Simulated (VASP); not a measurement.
# As (R-3m) in VASP: notebook, part 2 of 2

VASP 6.6.1.

## 4. Electric field gradients, PBE (20.91 Å³/atom)

This run uses another cell than the first one, of 20.91 Å³/atom.

Contents of INCAR:

```
SYSTEM = As
PREC = Accurate
ENCUT = 520
EDIFF = 1E-8
ISMEAR = -1
SIGMA = 0.05
LREAL = .False.
LASPH = .True.
NELM = 80
ALGO = Normal
ISIF = 2
LWAVE = .False.
LCHARG = .False.
GGA = PE
LEFG = .True.
NBANDS = 12
```

Contents of KPOINTS:

```
Automatic mesh
0
Gamma
  13 13 13
  0 0 0
```

Contents of POSCAR:

```
As
1.0
    1.8671333092      1.0779899187      3.4623748656
   -1.8671333092      1.0779899187      3.4623748656
    0.0000000000     -2.1559798374      3.4623748656
As
2
Direct
    0.2275400000      0.2275400000      0.2275400000
    0.7724600000      0.7724600000      0.7724600000
```

Potentials or basis: VASP PAW PBE potentials, release 64 (As).

Launch:

```console
> cat potpaw_PBE.64/As/POTCAR > POTCAR
> mpirun -np 1 vasp_std > vasp.out
```

OUTCAR:

```text
SYSTEM = As
   PREC = Accurate
   ENCUT = 520
   EDIFF = 1E-8
   ISMEAR = -1
   LREAL = .False.
   LASPH = .True.
   NELM = 80
   ISIF = 2
   GGA = PE

 ion  position               nearest neighbor table
   1  0.228  0.228  0.228-   2 2.50   2 2.50   2 2.50
   2  0.772  0.772  0.772-   1 2.50   1 2.50   1 2.50

  LATTYP: Found a trigonal (rhomboedric) cell.
 ALAT       =     4.0787606903
 COS(alpha) =     0.5808936906

  Lattice vectors:

 A1 = (   1.8671333092,   1.0779899187,   3.4623748656)
 A2 = (  -1.8671333092,   1.0779899187,   3.4623748656)
 A3 = (   0.0000000000,  -2.1559798374,   3.4623748656)

Analysis of symmetry for initial positions (statically):
=====================================================================
 Subroutine PRICEL returns:
 Original cell was already a primitive cell.

 Routine SETGRP: Setting up the symmetry group for a
 trigonal (rhombohedral) supercell.

 Subroutine GETGRP returns: Found 12 space group operations
 (whereof 12 operations were pure point group operations)
 out of a pool of 12 trial point group operations.

The static configuration has the point symmetry D_3d.

Analysis of symmetry for dynamics (positions and initial velocities):
=====================================================================
 Subroutine PRICEL returns:
 Original cell was already a primitive cell.

 Routine SETGRP: Setting up the symmetry group for a
 trigonal (rhombohedral) supercell.

 Subroutine GETGRP returns: Found 12 space group operations
 (whereof 12 operations were pure point group operations)
 out of a pool of 12 trial point group operations.

[... 505 lines left out ...]
      3       1.4972      2.00000
      4       2.2610      2.00000
      5       3.9027      2.00000
      6       7.5089      0.00000
      7       7.6730      0.00000
      8       8.7931      0.00000
      9      12.4531      0.00000
     10      15.4635      0.00000
     11      16.0817      0.00000
     12      17.9052      0.00000

 [... further k-points ...]

------------------------ aborting loop because EDIFF is reached ----------------------------------------

  FORCE on cell =-STRESS in cart. coord.  units (eV):
  Direction    XX          YY          ZZ          XY          YZ          ZX
  --------------------------------------------------------------------------------------
  -------------------------------------------------------------------------------------
  Total        1.6382626      1.6382626      1.1937135      0.0000000     -0.0000000      0.0000000
  in kB       62.7738455     62.7738455     45.7399104      0.0000000     -0.0000000      0.0000000
  external PRESSURE =      57.0958672 kB  Pullay stress =       0.0000000 kB

 VOLUME and BASIS-vectors are now :
 -----------------------------------------------------------------------------
  energy-cutoff  :      520.00
  volume of cell :       41.81
      direct lattice vectors                 reciprocal lattice vectors
     1.867133309  1.077989919  3.462374866     0.267790199  0.154608743  0.096273034
    -1.867133309  1.077989919  3.462374866    -0.267790199  0.154608743  0.096273034
     0.000000000 -2.155979837  3.462374866     0.000000000 -0.309217487  0.096273034

 POSITION                                       TOTAL-FORCE (eV/Angst)
 -----------------------------------------------------------------------------------
      0.00000      0.00000      2.36349         0.000000      0.000000      0.428215
      0.00000      0.00000      8.02364         0.000000     -0.000000     -0.428215
 -----------------------------------------------------------------------------------
    total drift:                               -0.000000      0.000000     -0.000000

  FREE ENERGIE OF THE ION-ELECTRON SYSTEM (eV)
  ---------------------------------------------------
  free  energy   TOTEN  =        -9.2920881022 eV

  energy  without entropy=       -9.2910452551  energy(sigma->0) =       -9.29156668

 Electric field gradients (V/A^2)
---------------------------------------------------------------------
 ion       V_xx      V_yy      V_zz      V_xy      V_xz      V_yz
---------------------------------------------------------------------
   1      24.197    24.197   -48.394    -0.000     0.000    -0.000
   2      24.197    24.197   -48.394     0.000     0.000    -0.000
---------------------------------------------------------------------

 Electric field gradients after diagonalization (V/A^2)
 (convention: |V_zz| > |V_xx| > |V_yy|)
----------------------------------------------------------------------
 ion       V_xx      V_yy      V_zz     asymmetry (V_yy - V_xx)/ V_zz
----------------------------------------------------------------------
   1      24.197    24.197   -48.394       0.000
   2      24.197    24.197   -48.394       0.000
----------------------------------------------------------------------

           NMR quadrupolar parameters

 Cq : quadrupolar parameter    Cq=e*Q*V_zz/h
 eta: asymmetry parameters     (V_yy - V_xx)/ V_zz
 Q  : nuclear electric quadrupole moment in mb (millibarn)
----------------------------------------------------------------------
 ion       Cq(MHz)       eta       Q (mb)
----------------------------------------------------------------------
   1      -0.117       0.000       1.000
   2      -0.117       0.000       1.000
----------------------------------------------------------------------
```

stdout:

```text
POSCAR found type information on POSCAR As
 POSCAR found :  1 types and       2 ions
 scaLAPACK will be used
 LDA part: xc-table for (Slater+PW92), standard interpolation
 POSCAR, INCAR and KPOINTS ok, starting setup
 FFT: planning ... GRIDC
 FFT: planning ... GRID_SOFT
 FFT: planning ... GRID
 WAVECAR not read
 entering main loop
ion   1

ion   2
```

It took 4.5 min on 1 thread of AMD EPYC 7R13, shared host; peak memory 0.21 GiB.

Results:

* Free energy: -9.2921 eV
* Pressure: 5.7 GPa
* Largest force: 0.428 eV/Å
* Band gap on the k mesh: zero (bands 5 and 6 overlap by 0.37 eV)
* Largest electric field gradient by atom: As -48.4 V/Å²

Forces on the atoms (eV/Å):
```
As   0.000  0.000  0.428
As   0.000  0.000 -0.428
```

Stress tensor (GPa, compression positive):
```
6.28 0.00 0.00
0.00 6.28 0.00
0.00 0.00 4.57
```

Electric field gradients, principal values (V/Å²):
| atom | least | middle | greatest (by size) |
| --- | --- | --- | --- |
| 1 As | 24.197 | 24.197 | -48.394 |
| 2 As | 24.197 | 24.197 | -48.394 |

Caveat: the cell stands under pressure; without QUAD_EFG the Cq values of the log hold for a quadrupole moment of 1 mb, not for the nuclei.

## 5. Electric field gradients, PBE

Contents of INCAR:

```
PREC = Accurate
ENCUT = 520
EDIFF = 1E-8
ISMEAR = -1
SIGMA = 0.05
LREAL = F
LASPH = T
NELM = 60
ALGO = Normal
ISIF = 2
LWAVE = F
LCHARG = F
GGA = PE
LEFG = T
NBANDS = 12
```

Contents of KPOINTS:

```
regular mesh
0
Gamma
  13 13 13
```

Contents of POSCAR:

```
As
1.0
    1.8797494575      1.0852738553      3.4857700000
   -1.8797494575      1.0852738553      3.4857700000
    0.0000000000     -2.1705477106      3.4857700000
As
2
Direct
    0.2275400000      0.2275400000      0.2275400000
    0.7724600000      0.7724600000      0.7724600000
```

Potentials or basis: VASP PAW PBE potentials, release 64 (As).

Launch:

```console
> cat potpaw_PBE.64/As/POTCAR > POTCAR
> mpirun -np 1 vasp_std > vasp.out
```

OUTCAR:

```text
PREC = Accurate
   ENCUT = 520
   EDIFF = 1E-8
   ISMEAR = -1
   LREAL = F
   LASPH = T
   NELM = 60
   ISIF = 2
   GGA = PE

 ion  position               nearest neighbor table
   1  0.228  0.228  0.228-   2 2.52   2 2.52   2 2.52
   2  0.772  0.772  0.772-   1 2.52   1 2.52   1 2.52

  LATTYP: Found a trigonal (rhomboedric) cell.
 ALAT       =     4.1063207202
 COS(alpha) =     0.5808936906

  Lattice vectors:

 A1 = (   1.8797494575,   1.0852738553,   3.4857700000)
 A2 = (  -1.8797494575,   1.0852738553,   3.4857700000)
[... 571 lines left out ...]
  ---------------------------------------------------
  free  energy   TOTEN  =        -9.3175968107 eV

  energy  without entropy=       -9.3166502787  energy(sigma->0) =       -9.31712354

 Electric field gradients (V/A^2)
---------------------------------------------------------------------
 ion       V_xx      V_yy      V_zz      V_xy      V_xz      V_yz
---------------------------------------------------------------------
   1      24.181    24.181   -48.362    -0.000    -0.000    -0.000
   2      24.181    24.181   -48.362     0.000    -0.000    -0.000
---------------------------------------------------------------------

 Electric field gradients after diagonalization (V/A^2)
 (convention: |V_zz| > |V_xx| > |V_yy|)
----------------------------------------------------------------------
 ion       V_xx      V_yy      V_zz     asymmetry (V_yy - V_xx)/ V_zz
----------------------------------------------------------------------
   1      24.181    24.181   -48.362       0.000
   2      24.181    24.181   -48.362       0.000
----------------------------------------------------------------------

           NMR quadrupolar parameters

 Cq : quadrupolar parameter    Cq=e*Q*V_zz/h
 eta: asymmetry parameters     (V_yy - V_xx)/ V_zz
 Q  : nuclear electric quadrupole moment in mb (millibarn)
----------------------------------------------------------------------
 ion       Cq(MHz)       eta       Q (mb)
----------------------------------------------------------------------
   1      -0.117       0.000       1.000
   2      -0.117       0.000       1.000
----------------------------------------------------------------------
```

stdout:

```text
POSCAR found type information on POSCAR As
 POSCAR found :  1 types and       2 ions
 scaLAPACK will be used
 LDA part: xc-table for (Slater+PW92), standard interpolation
 POSCAR, INCAR and KPOINTS ok, starting setup
 FFT: planning ... GRIDC
 FFT: planning ... GRID_SOFT
 FFT: planning ... GRID
 WAVECAR not read
 entering main loop
ion   1

ion   2
```

Run time: 4.1 min. Hardware: 1 thread of AMD EPYC 7R13, shared host; peak memory 0.21 GiB.

What came out:

```
Free energy                             : -9.3176 eV
Pressure                                : 3.9 GPa
Largest force                           : 0.283 eV/Å
Band gap on the k mesh                  : zero (bands 5 and 6 overlap by 0.37 eV)
Largest electric field gradient by atom : As -48.4 V/Å²
```

Forces on the atoms (eV/Å):
```
As   0.000  0.000  0.283
As   0.000  0.000 -0.283
```

Electric field gradients, principal values (V/Å²):
```
atom   least  middle  greatest (by size)
1 As  24.181  24.181             -48.362
2 As  24.181  24.181             -48.362
```

Caveat: the cell stands under pressure; without QUAD_EFG the Cq values of the log hold for a quadrupole moment of 1 mb, not for the nuclei.

## 6. Electric field gradients, PBE

Contents of INCAR:

```
SYSTEM = As
PREC = Accurate
ENCUT = 520
EDIFF = 1E-8
ISMEAR = -1
SIGMA = 0.05
LREAL = .FALSE.
LASPH = .TRUE.
NELM = 60
ALGO = Normal
ISIF = 2
LWAVE = .FALSE.
LCHARG = .FALSE.
GGA = PE
LEFG = .TRUE.
NBANDS = 12
```

Contents of KPOINTS:

```
Automatic mesh
0
G
  13 13 13
  0 0 0
```

POSCAR is that of step 5.

Potentials or basis: VASP PAW PBE potentials, release 64 (As).

Launch:

```console
> cat potpaw_PBE.64/As/POTCAR > POTCAR
> mpirun -np 1 vasp_std > vasp.out
```

OUTCAR:

```text
SYSTEM = As
   PREC = Accurate
   ENCUT = 520
   EDIFF = 1E-8
   ISMEAR = -1
   LREAL = .FALSE.
   LASPH = .TRUE.
   NELM = 60
   ISIF = 2
   GGA = PE

 ion  position               nearest neighbor table
   1  0.228  0.228  0.228-   2 2.52   2 2.52   2 2.52
   2  0.772  0.772  0.772-   1 2.52   1 2.52   1 2.52

  LATTYP: Found a trigonal (rhomboedric) cell.
 ALAT       =     4.1063207202
 COS(alpha) =     0.5808936906

  Lattice vectors:

 A1 = (   1.8797494575,   1.0852738553,   3.4857700000)
 A2 = (  -1.8797494575,   1.0852738553,   3.4857700000)
 A3 = (   0.0000000000,  -2.1705477106,   3.4857700000)

Analysis of symmetry for initial positions (statically):
=====================================================================
 Subroutine PRICEL returns:
 Original cell was already a primitive cell.

 Routine SETGRP: Setting up the symmetry group for a
 trigonal (rhombohedral) supercell.

 Subroutine GETGRP returns: Found 12 space group operations
 (whereof 12 operations were pure point group operations)
 out of a pool of 12 trial point group operations.

The static configuration has the point symmetry D_3d.

Analysis of symmetry for dynamics (positions and initial velocities):
=====================================================================
 Subroutine PRICEL returns:
 Original cell was already a primitive cell.

 Routine SETGRP: Setting up the symmetry group for a
 trigonal (rhombohedral) supercell.

 Subroutine GETGRP returns: Found 12 space group operations
 (whereof 12 operations were pure point group operations)
 out of a pool of 12 trial point group operations.

[... 503 lines left out ...]
      3       1.3672      2.00000
      4       2.1068      2.00000
      5       3.7128      2.00000
      6       7.2527      0.00000
      7       7.4230      0.00000
      8       8.5160      0.00000
      9      12.2109      0.00000
     10      15.2064      0.00000
     11      15.8038      0.00000
     12      17.5716      0.00000

 [... further k-points ...]

------------------------ aborting loop because EDIFF is reached ----------------------------------------

  FORCE on cell =-STRESS in cart. coord.  units (eV):
  Direction    XX          YY          ZZ          XY          YZ          ZX
  --------------------------------------------------------------------------------------
  -------------------------------------------------------------------------------------
  Total        1.1377832      1.1377832      0.8397522      0.0000000      0.0000000      0.0000000
  in kB       42.7248754     42.7248754     31.5335199      0.0000000      0.0000000      0.0000000
  external PRESSURE =      38.9944236 kB  Pullay stress =       0.0000000 kB

 VOLUME and BASIS-vectors are now :
 -----------------------------------------------------------------------------
  energy-cutoff  :      520.00
  volume of cell :       42.67
      direct lattice vectors                 reciprocal lattice vectors
     1.879749457  1.085273855  3.485770000     0.265992895  0.153571070  0.095626887
    -1.879749457  1.085273855  3.485770000    -0.265992895  0.153571070  0.095626887
     0.000000000 -2.170547711  3.485770000     0.000000000 -0.307142139  0.095626887

 POSITION                                       TOTAL-FORCE (eV/Angst)
 -----------------------------------------------------------------------------------
      0.00000      0.00000      2.37946         0.000000     -0.000000      0.283386
      0.00000      0.00000      8.07785         0.000000      0.000000     -0.283386
 -----------------------------------------------------------------------------------
    total drift:                               -0.000000      0.000000     -0.000000

  FREE ENERGIE OF THE ION-ELECTRON SYSTEM (eV)
  ---------------------------------------------------
  free  energy   TOTEN  =        -9.3175968107 eV

  energy  without entropy=       -9.3166502787  energy(sigma->0) =       -9.31712354

 Electric field gradients (V/A^2)
---------------------------------------------------------------------
 ion       V_xx      V_yy      V_zz      V_xy      V_xz      V_yz
---------------------------------------------------------------------
   1      24.181    24.181   -48.362    -0.000    -0.000    -0.000
   2      24.181    24.181   -48.362     0.000    -0.000    -0.000
---------------------------------------------------------------------

 Electric field gradients after diagonalization (V/A^2)
 (convention: |V_zz| > |V_xx| > |V_yy|)
----------------------------------------------------------------------
 ion       V_xx      V_yy      V_zz     asymmetry (V_yy - V_xx)/ V_zz
----------------------------------------------------------------------
   1      24.181    24.181   -48.362       0.000
   2      24.181    24.181   -48.362       0.000
----------------------------------------------------------------------

           NMR quadrupolar parameters

 Cq : quadrupolar parameter    Cq=e*Q*V_zz/h
 eta: asymmetry parameters     (V_yy - V_xx)/ V_zz
 Q  : nuclear electric quadrupole moment in mb (millibarn)
----------------------------------------------------------------------
 ion       Cq(MHz)       eta       Q (mb)
----------------------------------------------------------------------
   1      -0.117       0.000       1.000
   2      -0.117       0.000       1.000
----------------------------------------------------------------------
```

OSZICAR:

```text
N       E                     dE             d eps       ncg     rms          rms(c)
DAV:   1     0.287289663743E+02    0.28729E+02   -0.41956E+03  5544   0.694E+02
DAV:   2    -0.773088436556E+01   -0.36460E+02   -0.34868E+02  7332   0.111E+02
DAV:   3    -0.932520450659E+01   -0.15943E+01   -0.15867E+01  7072   0.237E+01
DAV:   4    -0.933335035128E+01   -0.81458E-02   -0.81450E-02  6172   0.188E+00
DAV:   5    -0.933336994539E+01   -0.19594E-04   -0.19594E-04  7072   0.102E-01    0.337E+00
DAV:   6    -0.932270930927E+01    0.10661E-01   -0.55632E-03  6236   0.454E-01    0.203E+00
DAV:   7    -0.931742144098E+01    0.52879E-02   -0.12418E-02  6444   0.699E-01    0.865E-02
DAV:   8    -0.931754770068E+01   -0.12626E-03   -0.43110E-04  6636   0.125E-01    0.333E-02
DAV:   9    -0.931759676871E+01   -0.49068E-04   -0.64412E-05  6612   0.507E-02    0.126E-02
DAV:  10    -0.931759666220E+01    0.10652E-06   -0.42320E-06  6652   0.116E-02    0.398E-03
DAV:  11    -0.931759668030E+01   -0.18102E-07   -0.90812E-07  6476   0.592E-03    0.122E-03
DAV:  12    -0.931759678598E+01   -0.10568E-06   -0.48954E-08  6860   0.124E-03    0.267E-04
DAV:  13    -0.931759680282E+01   -0.16842E-07   -0.11510E-08  5308   0.662E-04    0.141E-04
DAV:  14    -0.931759681073E+01   -0.79118E-08   -0.11099E-09  3316   0.209E-04
   1 F= -.93175968E+01 E0= -.93171235E+01  d E =-.946532E-03
```

Run time: 3.8 min. Hardware: 1 thread of AMD EPYC 7R13, shared host; peak memory 0.21 GiB.

Results:

- Free energy: -9.3176 eV
- Pressure: 3.9 GPa
- Largest force: 0.283 eV/Å
- Band gap on the k mesh: zero (bands 5 and 6 overlap by 0.37 eV)
- Largest electric field gradient by atom: As -48.4 V/Å²

Forces in eV/Å, atoms in the order of the input:
```
As   0.000  0.000  0.283
As   0.000  0.000 -0.283
```

Electric field gradients, principal values (V/Å²):
| atom | least | middle | greatest (by size) |
| --- | --- | --- | --- |
| 1 As | 24.181 | 24.181 | -48.362 |
| 2 As | 24.181 | 24.181 | -48.362 |

Caveat: the cell stands under pressure; without QUAD_EFG the Cq values of the log hold for a quadrupole moment of 1 mb, not for the nuclei.

## 7. The runs side by side

| potentials or basis | cell | k mesh | gap on the mesh (eV) | pressure (GPa) | largest force (eV/Å) |
| --- | --- | --- | --- | --- | --- |
| VASP PAW PBE potentials, release 64 (As_d) | a = 4.106 Å, angles 54.5°, 2 atoms | 10 × 10 × 10 | none | 3.7 | 0.24 |
| VASP PAW PBE potentials, release 64 (As) | a = 4.023 Å, angles 54.5°, 2 atoms | 13 × 13 × 13 | none | 9.9 | 0.75 |
| VASP PAW PBE potentials, release 64 (As) | a = 4.079 Å, angles 54.5°, 2 atoms | 13 × 13 × 13 | none | 5.7 | 0.43 |
| VASP PAW PBE potentials, release 64 (As) | a = 4.106 Å, angles 54.5°, 2 atoms | 13 × 13 × 13 | none | 3.9 | 0.28 |

Alike in all rows: task electric field gradients; level PBE; no spin polarisation; cutoff (eV) 520; smearing fermi-dirac 0.05 eV.

Caveats: the cell stands under pressure.

Total energies depend on the potentials used, so only differences within one code and one set of settings carry meaning.
